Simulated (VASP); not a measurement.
Set up this calculation in VASP 6.6.1, as the native input.

```yaml
Task: single point
Functional: PBEsol
Dispersion: D3(BJ)
Potentials_or_basis: VASP PAW PBE potentials, release 64 (Ti_sv, Co)
Cutoff: 600 eV
k_mesh: 5 × 5 × 5
Occupations: methfessel-paxton, width 0.1 eV
Spin: collinear spin, ferromagnetic start
Starting_moments: "[0.2, 1.35] μB"
Fixed_moment: 1.5 μB
Dipole_correction: no
Further_INCAR_settings: ALGO = Normal; EDIFF = 1e-06; NBANDS = 22
```

The structure of TiCo lies in POSCAR:

```
TiCo
1.0
    2.9861110000      0.0000000000      0.0000000000
    0.0000000000      2.9861110000      0.0000000000
    0.0000000000      0.0000000000      2.9861110000
Ti Co
1 1
Direct
    0.0000000000      0.0000000000      0.0000000000
    0.5000000000      0.5000000000      0.5000000000
```

One way to write it, as run:

INCAR

```
PREC = Accurate
ENCUT = 600
EDIFF = 1E-6
ISMEAR = 1
SIGMA = 0.1
LREAL = F
LASPH = T
NELM = 200
ALGO = Normal
ISIF = 2
LWAVE = F
LCHARG = F
ISPIN = 2
MAGMOM = 0.2 1.35
LORBIT = 11
NUPDOWN = 1.5
LMAXMIX = 4
GGA = PS
IVDW = 12
NBANDS = 22
GGA_COMPAT = F
```

KPOINTS

```
regular mesh
0
Gamma
  5 5 5
```

Potentials or basis: VASP PAW PBE potentials, release 64 (Ti_sv, Co).

The run is started by

```console
$ cat potpaw_PBE.64/Ti_sv/POTCAR potpaw_PBE.64/Co/POTCAR > POTCAR
$ mpirun -np 1 vasp_std > vasp.out
```

Results of the run:

- Pressure: -11.5 GPa
- Net moment: 1.50 μB per cell
- Site moments: Ti +0.20; Co +1.22 μB
- Valence electrons inside the program's atomic spheres: Ti 10.31; Co 8.28
- Dispersion energy per atom: -0.518 eV

Caveat: the k points lie up to 0.42 Å⁻¹ apart; the PAW data sets were made with another functional, which shifts forces and pressure a little; the total moment is fixed, so each spin has its own Fermi level and the state may be an excited one.

Wall time 7.2 s on 1 thread of Intel(R) Xeon(R) 6975P-C (Granite Rapids) (shared host), peak memory 0.16 GiB.
